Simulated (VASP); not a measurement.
# BeAu3 (Pm-3m) in VASP: notebook

BeAu3 is run at these levels: PBE; tasks: single point.

All numbers are computed with VASP 6.6.1; they aren't measurements. Logs are shortened: lines on timing, memory, paths and dates and some standing lists are left out, and cuts for length are marked.

### 1 The cell of the first run

The structure is cubic, space group Pm-3m (No. 221). Conventional cell: a = 3.944 Å, b = 3.944 Å, c = 3.944 Å, α = 90.00°, β = 90.00°, γ = 90.00°. Be (site symmetry m-3m) has 12 Au at 2.79 Å within 3.7 Å. Au (site symmetry 4/mmm) has 4 Be at 2.79 Å and 8 Au at 2.79 Å within 3.7 Å.

### 2 Single point, PBE

INCAR reads:

```
PREC = Accurate ; ENCUT = 520
EDIFF = 1E-6 ; ISMEAR = 1
SIGMA = 0.15 ; LREAL = F
LASPH = T ; NELM = 100
ALGO = Normal ; ISIF = 2
LWAVE = F ; LCHARG = T
GGA = PE ; LELF = T
LVHAR = T ; NBANDS = 26
```

KPOINTS reads:

```
regular mesh
0
Gamma
  6 6 6
```

POSCAR reads:

```
BeAu3
1.0
    3.9436978448      0.0000000000      0.0000000000
    0.0000000000      3.9436978448      0.0000000000
    0.0000000000      0.0000000000      3.9436978448
Be Au
1 3
Direct
    0.0000000000      0.0000000000      0.0000000000
    0.0000000000      0.5000000000      0.5000000000
    0.5000000000      0.0000000000      0.5000000000
    0.5000000000      0.5000000000      0.0000000000
```

Potentials or basis: VASP PAW PBE potentials, release 64 (Be, Au).

Launch:

```
> cat potpaw_PBE.64/Be/POTCAR potpaw_PBE.64/Au/POTCAR > POTCAR
> mpirun -np 1 vasp_std > vasp.out
```

OUTCAR:

```text
PREC = Accurate
   ENCUT = 520
   EDIFF = 1E-6
   ISMEAR = 1
   LREAL = F
   LASPH = T
   NELM = 100
   ISIF = 2
   GGA = PE

 ion  position               nearest neighbor table
   1  0.000  0.000  0.000-   2 2.79   3 2.79   4 2.79   2 2.79   3 2.79   2 2.79   4 2.79   2 2.79
                             3 2.79   4 2.79   3 2.79   4 2.79
   2  0.000  0.500  0.500-   1 2.79   3 2.79   4 2.79   1 2.79   4 2.79   1 2.79   3 2.79   1 2.79
                             3 2.79   4 2.79   4 2.79   3 2.79
   3  0.500  0.000  0.500-   1 2.79   2 2.79   4 2.79   1 2.79   4 2.79   2 2.79   4 2.79   4 2.79
                             1 2.79   2 2.79   1 2.79   2 2.79
   4  0.500  0.500  0.000-   1 2.79   2 2.79   3 2.79   2 2.79   3 2.79   1 2.79   3 2.79   3 2.79
                             1 2.79   2 2.79   2 2.79   1 2.79

  LATTYP: Found a simple cubic cell.
 ALAT       =     3.9436978448

  Lattice vectors:

 A1 = (   3.9436978448,   0.0000000000,   0.0000000000)
 A2 = (   0.0000000000,   3.9436978448,   0.0000000000)
 A3 = (   0.0000000000,   0.0000000000,   3.9436978448)

Analysis of symmetry for initial positions (statically):
=====================================================================
 Subroutine PRICEL returns:
 Original cell was already a primitive cell.

 Routine SETGRP: Setting up the symmetry group for a
 simple cubic supercell.

 Subroutine GETGRP returns: Found 48 space group operations
 (whereof 48 operations were pure point group operations)
 out of a pool of 48 trial point group operations.

The static configuration has the point symmetry O_h .

Analysis of symmetry for dynamics (positions and initial velocities):
=====================================================================
 Subroutine PRICEL returns:
 Original cell was already a primitive cell.

 Routine SETGRP: Setting up the symmetry group for a
 simple cubic supercell.

 Subroutine GETGRP returns: Found 48 space group operations
 (whereof 48 operations were pure point group operations)
 out of a pool of 48 trial point group operations.

The dynamic configuration has the point symmetry O_h .

 Subroutine INISYM returns: Found 48 space group operations
 (whereof 48 operations are pure point group operations),
 and found     1 'primitive' translations

----------------------------------------------------------------------------------------

                                     Primitive cell

  volume of cell :      61.3354

  direct lattice vectors                    reciprocal lattice vectors
[... 89 lines left out ...]
   NSW    =      0    number of steps for IOM
   IBRION =     -1    ionic relax: 0-MD 1-quasi-New 2-CG
   NFREE  =      0    steps in history (QN), initial steepest desc. (CG)
   ISIF   =      2    stress and relaxation
   ISYM   =      2    0-nonsym 1-usesym 2-fastsym
   POTIM  = 0.5000    time-step for ionic-motion
   TEBEG  =    0.0;   TEEND  =   0.0 temperature during run
   PSTRESS=    0.0 pullay stress
   NELECT =      35.0000    total number of electrons
   NUPDOWN=      -1.0000    fix difference up-down
   EMIN   =  10.00;   EMAX   =-10.00  energy-range for DOS
   EFERMI =   0.00;   METHOD = LEGACY
   ISMEAR =     1;   SIGMA  =   0.15  broadening in eV -4-tet -1-fermi 0-gaus
   EFERMI_NEDOS =   21; number of points for ismear=-14 and -15
   IALGO  =     38    algorithm
   IMIX   =      4    mixing-type and parameters
     AMIX     =   0.40;   BMIX     =  1.00
     AMIX_MAG =   1.60;   BMIX_MAG =  1.00
  volume/ion in A,a.u.               =      15.33       103.48
  Fermi-wavevector in a.u.,A,eV,Ry     =   1.357877  2.566016 25.086843  1.843831
  Thomas-Fermi vector in A             =   2.484758
   LORBIT       =      0    0 simple, 1 ext, 2 COOP (PROOUT), +10 PAW based schemes
   GGA     = PE    functional components
   LHFCALC =     F    Hartree Fock is set to
   AEXX    =    0.0000 exact exchange contribution
   IVDW    =     0    specifies the selected vdW correction
   LEPSILON=     F    determine dielectric tensor
   LRPA    =     F    only Hartree local field effects (RPA)
 non-spin polarized calculation
 Methfessel and Paxton  Order N= 1 SIGMA  =   0.15
  energy-cutoff  :      520.00
  volume of cell :       61.34
 maximum number of plane-waves:      1671
 NGX is ok and might be reduce to    30
   NGX = 15   NGY = 15   NGZ = 15

 number of electron      35.0000010 magnetization

 Free energy of the ion-electron system (eV)
  ---------------------------------------------------
  ext. energy  EPLUGINS =         0.00000000
  ---------------------------------------------------
  free energy    TOTEN  =       -13.08328391 eV

  energy without entropy =      -13.08562825  energy(sigma->0) =      -13.08406535

 E-fermi :   9.1476     XC(G=0): -12.2263

 val. band max:        9.0831614340   @ k =   0.5000   0.3333   0.3333
 cond. band min:       9.2683863475   @ k =   0.5000   0.3333   0.3333
 fundamental gap:      0.1852249135
 Fermi energy:         9.1475711598

 k-point     1 :       0.0000    0.0000    0.0000
  band No.  band energies     occupation
      1      -1.1636      2.00000
      2       1.2482      2.00000
      3       2.2603      2.00000
      4       2.2603      2.00000
      5       2.2603      2.00000
      6       2.5542      2.00000
[... 569 lines left out ...]
     25      20.7153      0.00000
     26      20.7153      0.00000

------------------------ aborting loop because EDIFF is reached ----------------------------------------

  FORCE on cell =-STRESS in cart. coord.  units (eV):
  Direction    XX          YY          ZZ          XY          YZ          ZX
  --------------------------------------------------------------------------------------
  -------------------------------------------------------------------------------------
  Total        2.5403553      2.5403553      2.5403553     -0.0000000      0.0000000      0.0000000
  in kB       66.3581318     66.3581318     66.3581318     -0.0000000      0.0000000      0.0000000
  external PRESSURE =      66.3581318 kB  Pullay stress =       0.0000000 kB

 VOLUME and BASIS-vectors are now :
 -----------------------------------------------------------------------------
  energy-cutoff  :      520.00
  volume of cell :       61.34
      direct lattice vectors                 reciprocal lattice vectors
     3.943697845  0.000000000  0.000000000     0.253569122  0.000000000  0.000000000
     0.000000000  3.943697845  0.000000000     0.000000000  0.253569122  0.000000000
     0.000000000  0.000000000  3.943697845     0.000000000  0.000000000  0.253569122

 POSITION                                       TOTAL-FORCE (eV/Angst)
 -----------------------------------------------------------------------------------
      0.00000      0.00000      0.00000         0.000000      0.000000      0.000000
      0.00000      1.97185      1.97185         0.000000      0.000000      0.000000
      1.97185      0.00000      1.97185         0.000000      0.000000      0.000000
      1.97185      1.97185      0.00000         0.000000      0.000000      0.000000
 -----------------------------------------------------------------------------------
    total drift:                                0.000000      0.000000     -0.000000

  FREE ENERGIE OF THE ION-ELECTRON SYSTEM (eV)
  ---------------------------------------------------
  free  energy   TOTEN  =       -13.0832839083 eV

  energy  without entropy=      -13.0856282464  energy(sigma->0) =      -13.08406535
```

OSZICAR:

```text
N       E                     dE             d eps       ncg     rms          rms(c)
DAV:   1     0.203885321264E+03    0.20389E+03   -0.17590E+04  1040   0.128E+03
DAV:   2    -0.961558966468E+01   -0.21350E+03   -0.20179E+03  1116   0.286E+02
DAV:   3    -0.144989308350E+02   -0.48833E+01   -0.48204E+01  1248   0.449E+01
DAV:   4    -0.145363482194E+02   -0.37417E-01   -0.37375E-01  1120   0.407E+00
DAV:   5    -0.145367895050E+02   -0.44129E-03   -0.44128E-03  1128   0.488E-01    0.175E+01
DAV:   6    -0.131474803180E+02    0.13893E+01   -0.33771E+00  1086   0.147E+01    0.114E+01
DAV:   7    -0.130999274808E+02    0.47553E-01   -0.95566E-02  1082   0.189E+00    0.590E+00
DAV:   8    -0.130834850389E+02    0.16442E-01   -0.10899E-02  1146   0.668E-01    0.131E-01
DAV:   9    -0.130832770113E+02    0.20803E-03   -0.87434E-04  1088   0.161E-01    0.610E-02
DAV:  10    -0.130832815709E+02   -0.45595E-05   -0.86871E-05  1232   0.556E-02    0.108E-02
DAV:  11    -0.130832831913E+02   -0.16205E-05   -0.32548E-06   946   0.107E-02    0.613E-03
DAV:  12    -0.130832839083E+02   -0.71694E-06   -0.32055E-07   578   0.453E-03
   1 F= -.13083284E+02 E0= -.13084065E+02  d E =0.234434E-02
```

Run time: 16 s. Hardware: 1 thread of AMD EPYC 9R14 (Zen 4), shared host; peak memory 0.15 GiB.

Results:

```
Free energy : -13.0833 eV
Pressure    : 6.6 GPa
```

Levels at points of the mesh, in eV from the Fermi level:
| k point | band 14 | band 15 | band 16 | band 17 | band 18 | band 19 | band 20 | band 21 |
| --- | --- | --- | --- | --- | --- | --- | --- | --- |
| (0.00, 0.00, 0.00) | -1.66 | -1.66 | -1.66 | -0.18 | -0.18 | -0.18 | 5.25 | 5.61 |
| (0.50, 0.00, 0.00) | -3.80 | -3.57 | -2.79 | -1.66 | 3.90 | 3.95 | 3.95 | 5.27 |
| (0.50, 0.50, 0.00) | -3.51 | -3.37 | -3.34 | -1.54 | -0.37 | -0.37 | 5.86 | 6.72 |
| (0.50, 0.50, 0.50) | -2.17 | -2.17 | -2.04 | -2.04 | -2.04 | -1.25 | 2.60 | 2.60 |

Caveat: spin-orbit coupling is left out, which moves the levels of the heavy elements.

### 3 Single point, PBE

This run uses another cell than the first one, of 15.82 Å³/atom, 1.032 times its volume.

INCAR reads:

```
PREC = Accurate
ENCUT = 520
EDIFF = 1E-6
ISMEAR = 1
SIGMA = 0.15
LREAL = False
LASPH = True
NELM = 100
ALGO = Normal
ISIF = 2
LWAVE = False
LCHARG = False
GGA = PE
NBANDS = 26
```

KPOINTS is that of step 2.

POSCAR reads:

```
BeAu3
1.0
    3.9847809874      0.0000000000      0.0000000000
    0.0000000000      3.9847809874      0.0000000000
    0.0000000000      0.0000000000      3.9847809874
Be Au
1 3
Direct
    0.0000000000      0.0000000000      0.0000000000
    0.0000000000      0.5000000000      0.5000000000
    0.5000000000      0.0000000000      0.5000000000
    0.5000000000      0.5000000000      0.0000000000
```

Potentials or basis: VASP PAW PBE potentials, release 64 (Be, Au).

Launch:

```
> cat potpaw_PBE.64/Be/POTCAR potpaw_PBE.64/Au/POTCAR > POTCAR
> mpirun -np 1 vasp_std > vasp.out
```

Run time: 15 s. Hardware: 1 thread of AMD EPYC 9R14 (Zen 4), shared host; peak memory 0.15 GiB.

The run converged. Its results:

```
Free energy : -13.1323 eV
Pressure    : 1.4 GPa
```

Levels at points of the mesh, in eV from the Fermi level:
```csv
k point,band 15,band 16,band 17,band 18,band 19,band 20
"(0.00, 0.00, 0.00)",-1.71,-1.71,-0.12,-0.12,-0.12,4.99
"(0.50, 0.00, 0.00)",-3.51,-2.78,-1.71,3.75,3.86,3.86
"(0.50, 0.50, 0.00)",-3.30,-3.30,-1.53,-0.44,-0.44,5.71
"(0.50, 0.50, 0.50)",-2.07,-2.05,-2.05,-2.05,-1.15,2.41
```

Caveat: spin-orbit coupling is left out, which moves the levels of the heavy elements.

### 4 Single point, PBE

This run uses another cell than the first one, of 16.30 Å³/atom, 1.063 times its volume.

INCAR reads:

```
PREC     = Accurate       # precision mode
ENCUT    = 520            # plane-wave cutoff, eV
EDIFF    = 1E-6           # SCF threshold, eV
ISMEAR   = 1              # smearing method
SIGMA    = 0.15           # smearing width, eV
LREAL    = F              # projectors in reciprocal space
LASPH    = T              # aspherical terms in the spheres
NELM     = 80             # most SCF steps
ALGO     = Normal         # electronic algorithm
ISIF     = 2              # what is computed and relaxed
LWAVE    = F              # write WAVECAR
LCHARG   = F              # write CHGCAR
GGA      = PE             # functional
NBANDS   = 26             # bands
```

KPOINTS reads:

```
Automatic mesh
0
Gamma
  6 6 6
```

POSCAR reads:

```
BeAu3
1.0
    4.0250340248      0.0000000000      0.0000000000
    0.0000000000      4.0250340248      0.0000000000
    0.0000000000      0.0000000000      4.0250340248
Be Au
1 3
Direct
    0.0000000000      0.0000000000      0.0000000000
    0.0000000000      0.5000000000      0.5000000000
    0.5000000000      0.0000000000      0.5000000000
    0.5000000000      0.5000000000      0.0000000000
```

Launch:

```
> cat potpaw_PBE.64/Be/POTCAR potpaw_PBE.64/Au/POTCAR > POTCAR
> mpirun -np 1 vasp_std > vasp.out
```

It took 15 s on 1 thread of AMD EPYC 9R14 (Zen 4), shared host; peak memory 0.15 GiB.

The run converged. Its results:

```
Free energy : -13.1238 eV
Pressure    : -2.9 GPa
```

Levels at points of the mesh, in eV from the Fermi level:
| k point | band 14 | band 15 | band 16 | band 17 | band 18 | band 19 | band 20 | band 21 |
| --- | --- | --- | --- | --- | --- | --- | --- | --- |
| (0.00, 0.00, 0.00) | -1.76 | -1.76 | -1.76 | -0.07 | -0.07 | -0.07 | 4.74 | 5.08 |
| (0.50, 0.00, 0.00) | -3.68 | -3.47 | -2.78 | -1.76 | 3.59 | 3.77 | 3.77 | 5.06 |
| (0.50, 0.50, 0.00) | -3.41 | -3.28 | -3.25 | -1.53 | -0.52 | -0.52 | 5.55 | 6.43 |
| (0.50, 0.50, 0.50) | -2.10 | -2.10 | -1.95 | -1.95 | -1.95 | -1.07 | 2.23 | 2.23 |

Caveat: spin-orbit coupling is left out, which moves the levels of the heavy elements.

### 5 Single point, PBE

This run uses another cell than the first one, of 16.79 Å³/atom, 1.095 times its volume.

INCAR reads:

```
  PREC = Accurate
  ENCUT = 520
  EDIFF = 1E-7
  ISMEAR = 1
  SIGMA = 0.15
  LREAL = False
  LASPH = True
  NELM = 100
  ALGO = Normal
  ISIF = 2
  LWAVE = False
  LCHARG = False
  GGA = PE
  NBANDS = 26
```

KPOINTS is that of step 4.

POSCAR reads:

```
BeAu3
1.0
    4.0644976593      0.0000000000      0.0000000000
    0.0000000000      4.0644976593      0.0000000000
    0.0000000000      0.0000000000      4.0644976593
Be Au
1 3
Direct
    0.0000000000      0.0000000000      0.0000000000
    0.0000000000      0.5000000000      0.5000000000
    0.5000000000      0.0000000000      0.5000000000
    0.5000000000      0.5000000000      0.0000000000
```

Launch:

```
> cat potpaw_PBE.64/Be/POTCAR potpaw_PBE.64/Au/POTCAR > POTCAR
> mpirun -np 1 vasp_std > vasp.out
```

Wall time 16 s (1 thread of AMD EPYC 9R14 (Zen 4), shared host); peak memory 0.15 GiB.

The run converged. Its results:

| Property | Result |
| --- | --- |
| Free energy | -13.0686 eV |
| Pressure | -6.3 GPa |

Levels at points of the mesh, in eV from the Fermi level:
| k point | band 14 | band 15 | band 16 | band 17 | band 18 | band 19 | band 20 | band 21 |
| --- | --- | --- | --- | --- | --- | --- | --- | --- |
| (0.00, 0.00, 0.00) | -1.80 | -1.80 | -1.80 | -0.02 | -0.02 | -0.02 | 4.51 | 4.84 |
| (0.50, 0.00, 0.00) | -3.62 | -3.42 | -2.77 | -1.80 | 3.44 | 3.68 | 3.68 | 4.97 |
| (0.50, 0.50, 0.00) | -3.36 | -3.25 | -3.20 | -1.53 | -0.59 | -0.59 | 5.40 | 6.29 |
| (0.50, 0.50, 0.50) | -2.13 | -2.13 | -1.85 | -1.85 | -1.85 | -0.98 | 2.06 | 2.06 |

Caveat: spin-orbit coupling is left out, which moves the levels of the heavy elements.

[end of part 1 of 2]
